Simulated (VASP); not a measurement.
# SiC5 (P-6m2) in VASP: a series of runs

Runs on SiC5. Level: PBE. Tasks: single point.

Program: VASP 6.6.1. These are calculated values, not measurements. Logs are shortened: lines on timing, memory, paths and dates and some standing lists are left out, and cuts for length are marked.

### Step 1. The cell of the first run

The structure is hexagonal, space group P-6m2 (No. 187). The conventional cell has a = 2.518 Å, b = 2.518 Å, c = 7.996 Å, α = 90.00°, β = 90.00°, γ = 120.00°. Si (site symmetry -6m2) has 2 C at 2.00 Å and 6 Si at 2.52 Å within 2.6 Å. C (site symmetry 3m) has 3 C at 1.54 Å and 1 Si at 2.00 Å within 2.1 Å. C (site symmetry 3m) has 4 C at 1.49 to 1.54 Å within 2.0 Å. C (site symmetry -6m2) has 2 C at 1.49 Å within 2.0 Å.

### Step 2. Single point, PBE

File INCAR:

```
PREC = Accurate
ENCUT = 520
EDIFF = 1E-6
ISMEAR = 0
SIGMA = 0.1
LREAL = F
LASPH = T
NELM = 80
ALGO = Normal
ISIF = 2
LWAVE = F
LCHARG = F
GGA = PE
NBANDS = 21
```

File KPOINTS:

```
regular mesh
0
Gamma
  6 6 2
```

File POSCAR:

```
SiC5
1.0
    2.5184663559      0.0000000000      0.0000000000
   -1.2592331780      2.1810558428      0.0000000000
    0.0000000000      0.0000000000      7.9960346820
Si C
1 5
Direct
    0.3333333333      0.6666666667      0.0000000000
    0.3333333333      0.6666666667      0.2496020085
    0.3333333333      0.6666666667      0.7503979915
    0.6666666667      0.3333333333      0.3138762358
    0.6666666667      0.3333333333      0.5000000000
    0.6666666667      0.3333333333      0.6861237642
```

Potentials or basis: VASP PAW PBE potentials, release 64 (Si, C).

Command:

```bash
$ cat potpaw_PBE.64/Si/POTCAR potpaw_PBE.64/C/POTCAR > POTCAR
$ mpirun -np 1 vasp_std > vasp.out
```

OUTCAR:

```text
PREC = Accurate
   ENCUT = 520
   EDIFF = 1E-6
   ISMEAR = 0
   LREAL = F
   LASPH = T
   NELM = 80
   ISIF = 2
   GGA = PE

 ion  position               nearest neighbor table
   1  0.333  0.667  0.000-   2 2.00   3 2.00
   2  0.333  0.667  0.250-   4 1.54   4 1.54   4 1.54   1 2.00
   3  0.333  0.667  0.750-   6 1.54   6 1.54   6 1.54   1 2.00
   4  0.667  0.333  0.314-   5 1.49   2 1.54   2 1.54   2 1.54
   5  0.667  0.333  0.500-   4 1.49   6 1.49
   6  0.667  0.333  0.686-   5 1.49   3 1.54   3 1.54   3 1.54

  LATTYP: Found a hexagonal cell.
 ALAT       =     2.5184663559
 C/A-ratio  =     3.1749618824

  Lattice vectors:

 A1 = (   2.5184663559,   0.0000000000,   0.0000000000)
 A2 = (  -1.2592331780,   2.1810558428,   0.0000000000)
 A3 = (   0.0000000000,   0.0000000000,   7.9960346820)

Analysis of symmetry for initial positions (statically):
=====================================================================
 Subroutine PRICEL returns:
 Original cell was already a primitive cell.

 Routine SETGRP: Setting up the symmetry group for a
 hexagonal supercell.

 Subroutine GETGRP returns: Found 12 space group operations
 (whereof 12 operations were pure point group operations)
 out of a pool of 24 trial point group operations.

The static configuration has the point symmetry D_3h.

Analysis of symmetry for dynamics (positions and initial velocities):
=====================================================================
 Subroutine PRICEL returns:
 Original cell was already a primitive cell.

 Routine SETGRP: Setting up the symmetry group for a
 hexagonal supercell.

 Subroutine GETGRP returns: Found 12 space group operations
 (whereof 12 operations were pure point group operations)
 out of a pool of 24 trial point group operations.

The dynamic configuration has the point symmetry D_3h.

 Subroutine INISYM returns: Found 12 space group operations
 (whereof 12 operations are pure point group operations),
 and found     1 'primitive' translations

----------------------------------------------------------------------------------------

                                     Primitive cell

  volume of cell :      43.9215

  direct lattice vectors                    reciprocal lattice vectors
     2.518466356  0.000000000  0.000000000     0.397067047  0.229246767  0.000000000
    -1.259233178  2.181055843  0.000000000     0.000000000  0.458493533  0.000000000
     0.000000000  0.000000000  7.996034682     0.000000000  0.000000000  0.125061989

  length of vectors
     2.518466356  2.518466356  7.996034682     0.458493533  0.458493533  0.125061989

  position of ions in fractional coordinates (direct lattice)
     0.333333333  0.666666667  0.000000000
     0.333333333  0.666666667  0.249602008
     0.333333333  0.666666667  0.750397992
     0.666666667  0.333333333  0.313876236
     0.666666667  0.333333333  0.500000000
     0.666666667  0.333333333  0.686123764

  ion indices of the primitive-cell ions
   primitive index   ion index
                 1           1
                 2           2
                 3           3
                 4           4
                 5           5
                 6           6

----------------------------------------------------------------------------------------

 KPOINTS: regular mesh

Automatic generation of k-mesh.
 Grid dimensions read from file:
 generate k-points for:    6    6    2

 Generating k-lattice:

  Cartesian coordinates                     Fractional coordinates (reciprocal lattice)
     0.066177841  0.038207794  0.000000000     0.166666667  0.000000000  0.000000000
     0.000000000  0.076415589  0.000000000     0.000000000  0.166666667  0.000000000
     0.000000000  0.000000000  0.062530994     0.000000000  0.000000000  0.500000000

  Length of vectors
     0.076415589  0.076415589  0.062530994

  Shift w.r.t. Gamma in fractional coordinates (k-lattice)
     0.000000000  0.000000000  0.000000000

 Subroutine IBZKPT returns following result:
 ===========================================

 Found     14 irreducible k-points:

 Following reciprocal coordinates:
            Coordinates               Weight
  0.000000  0.000000  0.000000      1.000000
  0.166667 -0.000000  0.000000      6.000000
  0.333333  0.000000  0.000000      6.000000
  0.500000  0.000000  0.000000      3.000000
  0.166667  0.166667  0.000000      6.000000
  0.333333  0.166667  0.000000     12.000000
  0.333333  0.333333  0.000000      2.000000
  0.000000  0.000000  0.500000      1.000000
  0.166667 -0.000000  0.500000      6.000000
  0.333333  0.000000  0.500000      6.000000
  0.500000  0.000000  0.500000      3.000000
  0.166667  0.166667  0.500000      6.000000
  0.333333  0.166667  0.500000     12.000000
  0.333333  0.333333  0.500000      2.000000
   k-points           NKPTS =     14   k-points in BZ     NKDIM =     14   number of bands    NBANDS=     21
   number of dos      NEDOS =    301   number of ions     NIONS =      6
   total plane-waves  NPLWV =  24000
   dimension x,y,z NGX =    20 NGY =   20 NGZ =   60
   dimension x,y,z NGXF=    40 NGYF=   40 NGZF=  120
   ions per type =               1   5
   NGX,Y,Z   is equivalent  to a cutoff of  13.20, 13.20, 12.47 a.u.
   NGXF,Y,Z  is equivalent  to a cutoff of  26.40, 26.40, 24.95 a.u.
 SYSTEM =  unknown system
   PREC   = accura    normal or accurate (medium, high low for compatibility)
   ISTART =      0    job   : 0-new  1-cont  2-samecut
   ICHARG =      2    charge: 1-file 2-atom 10-const
   ISPIN  =      1    spin polarized calculation?
   LNONCOLLINEAR =      F non collinear calculations
   LSORBIT =      F    spin-orbit coupling
   LASPH  =      T    aspherical Exc in radial PAW
   ENCUT  =  520.0 eV  38.22 Ry    6.18 a.u.   4.68  4.68 14.87*2*pi/ulx,y,z
   NELM   =     80;   NELMIN=  2; NELMDL= -5     # of ELM steps
   EDIFF  = 0.1E-05   stopping-criterion for ELM
   LREAL  =      F    real-space projection
   EDIFFG = 0.1E-04   stopping-criterion for IOM
   NSW    =      0    number of steps for IOM
   IBRION =     -1    ionic relax: 0-MD 1-quasi-New 2-CG
   NFREE  =      0    steps in history (QN), initial steepest desc. (CG)
   ISIF   =      2    stress and relaxation
   ISYM   =      2    0-nonsym 1-usesym 2-fastsym
   POTIM  = 0.5000    time-step for ionic-motion
   TEBEG  =    0.0;   TEEND  =   0.0 temperature during run
   PSTRESS=    0.0 pullay stress
   NELECT =      24.0000    total number of electrons
   NUPDOWN=      -1.0000    fix difference up-down
   EMIN   =  10.00;   EMAX   =-10.00  energy-range for DOS
   EFERMI =   0.00;   METHOD = LEGACY
   ISMEAR =     0;   SIGMA  =   0.10  broadening in eV -4-tet -1-fermi 0-gaus
   EFERMI_NEDOS =   21; number of points for ismear=-14 and -15
   IALGO  =     38    algorithm
   IMIX   =      4    mixing-type and parameters
     AMIX     =   0.40;   BMIX     =  1.00
     AMIX_MAG =   1.60;   BMIX_MAG =  1.00
  volume/ion in A,a.u.               =       7.32        49.40
  Fermi-wavevector in a.u.,A,eV,Ry     =   1.338400  2.529210 24.372327  1.791316
  Thomas-Fermi vector in A             =   2.466874
   LORBIT       =      0    0 simple, 1 ext, 2 COOP (PROOUT), +10 PAW based schemes
   GGA     = PE    functional components
   LHFCALC =     F    Hartree Fock is set to
   AEXX    =    0.0000 exact exchange contribution
   IVDW    =     0    specifies the selected vdW correction
   LEPSILON=     F    determine dielectric tensor
   LRPA    =     F    only Hartree local field effects (RPA)
 non-spin polarized calculation
 Gauss-broadening in eV      SIGMA  =   0.10
  energy-cutoff  :      520.00
  volume of cell :       43.92
 maximum number of plane-waves:      1194
 NGX is ok and might be reduce to    20
   NGX =  9   NGY =  9   NGZ = 29

 number of electron      24.0000002 magnetization

 Free energy of the ion-electron system (eV)
  ---------------------------------------------------
  ext. energy  EPLUGINS =         0.00000000
  ---------------------------------------------------
  free energy    TOTEN  =       -46.89404490 eV

  energy without entropy =      -46.89103634  energy(sigma->0) =      -46.89254062

 E-fermi :   9.5872     XC(G=0): -12.4818

 val. band max:        9.3583563275   @ k =   0.3333   0.1667   0.0000
 cond. band min:       9.6552886926   @ k =   0.1667  -0.0000   0.5000
 fundamental gap:      0.2969323651
 Fermi energy:         9.5872246324

 k-point     1 :       0.0000    0.0000    0.0000
  band No.  band energies     occupation
      1     -10.9057      2.00000
      2     -10.0626      2.00000
      3      -5.7926      2.00000
      4      -1.7751      2.00000
      5      -1.7188      2.00000
      6       5.9253      2.00000
[... 13 lines left out ...]
     20      18.7193      0.00000
     21      19.8480      0.00000

 k-point     2 :       0.1667   -0.0000    0.0000
  band No.  band energies     occupation
      1     -10.2341      2.00000
      2      -9.4026      2.00000
      3      -5.0924      2.00000
      4      -1.1964      2.00000
      5      -1.0469      2.00000
      6       4.5642      2.00000
[... 13 lines left out ...]
     20      18.7259      0.00000
     21      20.6754      0.00000

 k-point     3 :       0.3333    0.0000    0.0000
  band No.  band energies     occupation
      1      -8.2800      2.00000
      2      -7.4694      2.00000
      3      -3.2454      2.00000
      4      -0.3258      2.00000
      5      -0.1035      2.00000
      6       1.0501      2.00000
[... 13 lines left out ...]
     20      19.8252      0.00000
     21      20.8994      0.00000
[... 217 lines left out ...]
 k-point    13 :       0.3333    0.1667    0.5000
  band No.  band energies     occupation
      1      -6.4496      2.00000
      2      -5.7463      2.00000
      3      -2.5762      2.00000
      4      -1.8275      2.00000
      5      -0.4105      2.00000
      6       0.7861      2.00000
[... 13 lines left out ...]
     20      19.5805      0.00000
     21      19.8280      0.00000

 k-point    14 :       0.3333    0.3333    0.5000
  band No.  band energies     occupation
      1      -4.7735      2.00000
      2      -3.6878      2.00000
      3      -3.1000      2.00000
      4      -2.8821      2.00000
      5      -0.3401      2.00000
      6       0.0694      2.00000
[... 13 lines left out ...]
     20      22.3027      0.00000
     21      22.8793      0.00000

------------------------ aborting loop because EDIFF is reached ----------------------------------------

  FORCE on cell =-STRESS in cart. coord.  units (eV):
  Direction    XX          YY          ZZ          XY          YZ          ZX
  --------------------------------------------------------------------------------------
  -------------------------------------------------------------------------------------
  Total        0.1137363      0.1137363      0.1790007     -0.0000000     -0.0000000      0.0000000
  in kB        4.1488923      4.1488923      6.5296152     -0.0000000     -0.0000000      0.0000000
  external PRESSURE =       4.9424666 kB  Pullay stress =       0.0000000 kB

 VOLUME and BASIS-vectors are now :
 -----------------------------------------------------------------------------
  energy-cutoff  :      520.00
  volume of cell :       43.92
      direct lattice vectors                 reciprocal lattice vectors
     2.518466356  0.000000000  0.000000000     0.397067047  0.229246767  0.000000000
    -1.259233178  2.181055843  0.000000000     0.000000000  0.458493533  0.000000000
     0.000000000  0.000000000  7.996034682     0.000000000  0.000000000  0.125061989

 POSITION                                       TOTAL-FORCE (eV/Angst)
 -----------------------------------------------------------------------------------
     -0.00000      1.45404      0.00000        -0.000000      0.000000     -0.000000
     -0.00000      1.45404      1.99583        -0.000000      0.000000     -0.027613
     -0.00000      1.45404      6.00021        -0.000000      0.000000      0.027613
      1.25923      0.72702      2.50977         0.000000      0.000000     -0.016920
      1.25923      0.72702      3.99802         0.000000      0.000000     -0.000000
      1.25923      0.72702      5.48627         0.000000      0.000000      0.016920
 -----------------------------------------------------------------------------------
    total drift:                               -0.000000      0.000000      0.000000

  FREE ENERGIE OF THE ION-ELECTRON SYSTEM (eV)
  ---------------------------------------------------
  free  energy   TOTEN  =       -46.8940448973 eV

  energy  without entropy=      -46.8910363439  energy(sigma->0) =      -46.89254062
```

Wall time 8 s (1 thread of Intel Xeon 6975P-C (Granite Rapids), shared host); peak memory 0.15 GiB.

What came out:

```
Free energy            : -46.8940 eV
Pressure               : 0.5 GPa
Largest force          : 0.028 eV/Å
Band gap on the k mesh : zero (bands 12 and 13 overlap by 5.81 eV)
```

Forces on the atoms (eV/Å):
```
Si   0.000  0.000  0.000
C    0.000  0.000 -0.028
C    0.000  0.000  0.028
C    0.000  0.000 -0.017
C    0.000  0.000  0.000
C    0.000  0.000  0.017
```

Stress tensor (GPa, compression positive):
```
0.41 0.00 0.00
0.00 0.41 0.00
0.00 0.00 0.65
```

Caveat: the k points lie up to 0.48 Å⁻¹ apart, too coarse for converged energies and pressures of a metal.

[end of part 1 of 2]

The gap in the log of VASP goes by the Fermi energy; the results here count the filled bands.